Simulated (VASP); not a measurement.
H2CO: single point with PBE

The system is H2CO.

```
O C H
1.0
     8.59253    0.00000    0.00000
     0.00000    8.59253    0.00000
     0.00000    0.00000    8.59253
O C H
8 8 16
Cartesian
  2.6281 3.9896 7.4300
  8.3068 8.2641 0.8828
  8.3230 3.9712 1.8997
  5.9499 3.0485 6.5416
  4.7534 0.6750 2.0504
  4.9059 4.9335 2.2897
  1.2910 -0.0607 5.3069
  6.0377 7.5968 5.8305
  2.6182 4.5356 6.3485
  8.0818 7.0719 0.8245
  8.5325 2.8155 1.6074
  5.9258 2.5357 5.4380
  4.7827 0.9304 0.8652
  4.9660 4.6925 1.1062
  0.8166 0.2867 6.3640
  5.7847 6.9843 4.8096
  2.6190 5.6478 6.2465
  2.6096 3.9580 5.3929
  8.3850 6.4511 -0.0546
  7.5421 6.5285 1.6381
  8.6785 2.4907 0.5502
  8.6024 1.9993 2.3723
  5.8869 3.1576 4.5113
  5.9438 1.4281 5.3081
  5.7220 0.8751 0.2655
  3.8727 1.2505 0.3005
  5.1524 5.4787 0.3345
  4.8307 3.6676 0.6889
  0.1257 1.1602 6.4513
  1.0414 -0.2433 7.3212
  5.5761 7.5063 3.8490
  5.7450 5.8705 4.7988
```

- Program: VASP 6.6.1
- Task: single point
- Functional: PBE
- Potentials or basis: VASP PAW PBE potentials, release 64 (O_h, C_h, H_h)
- Cutoff: 1000 eV
- k mesh: 1 × 1 × 1
- Occupations: fermi-dirac, width 0.05 eV
- Spin: no spin polarisation
- Dipole correction: no
- Further INCAR settings: LREAL = Auto; ALGO = Normal; EDIFF = 1e-06; NBANDS = 70

```json
{
 "Pressure": "-0.3 GPa",
 "Largest force": "0.332 eV/Å",
 "Band gap on the k mesh": "3.08 eV"
}
```

Forces in eV/Å, atoms in the order of the input:
```
O   -0.023 -0.017  0.012
O    0.017 -0.214 -0.069
O   -0.078  0.114  0.077
O   -0.017 -0.072 -0.109
O   -0.007 -0.001 -0.083
O    0.030  0.031  0.018
O    0.011 -0.010 -0.091
O   -0.024 -0.057 -0.124
C    0.024  0.037 -0.044
C   -0.160  0.094  0.100
C    0.136 -0.299  0.053
C    0.025  0.085  0.118
C    0.044  0.058 -0.020
C   -0.054 -0.054 -0.176
C    0.037 -0.037  0.124
C    0.022  0.126  0.195
H   -0.001 -0.027 -0.007
H   -0.013  0.011  0.037
H    0.027  0.040  0.079
H    0.110  0.059 -0.104
H   -0.026  0.007  0.004
H   -0.022  0.172 -0.107
H   -0.019 -0.031 -0.017
H   -0.007  0.018  0.001
H   -0.008 -0.028  0.033
H   -0.013 -0.034  0.062
H    0.014  0.055  0.083
H    0.005 -0.024  0.066
H    0.002 -0.018 -0.013
H   -0.034  0.072 -0.034
H   -0.001 -0.052 -0.012
H    0.002 -0.007 -0.052
```

Stress tensor (GPa, compression positive):
```
-0.10  0.00 -0.07
 0.00 -0.29  0.08
-0.07  0.08 -0.41
```

Levels at points of the mesh, in eV from the valence-band top:
```tsv
k point	band 46	band 47	band 48	band 49	band 50	band 51
(0.00, 0.00, 0.00)	-0.14	-0.01	0.00	3.08	3.22	3.27
```

Run time: 3 min on 1 thread of Intel(R) Xeon(R) 6975P-C (Granite Rapids), with other jobs on the host, peak memory 1.2 GiB.

Caveat: the k points lie up to 0.73 Å⁻¹ apart.
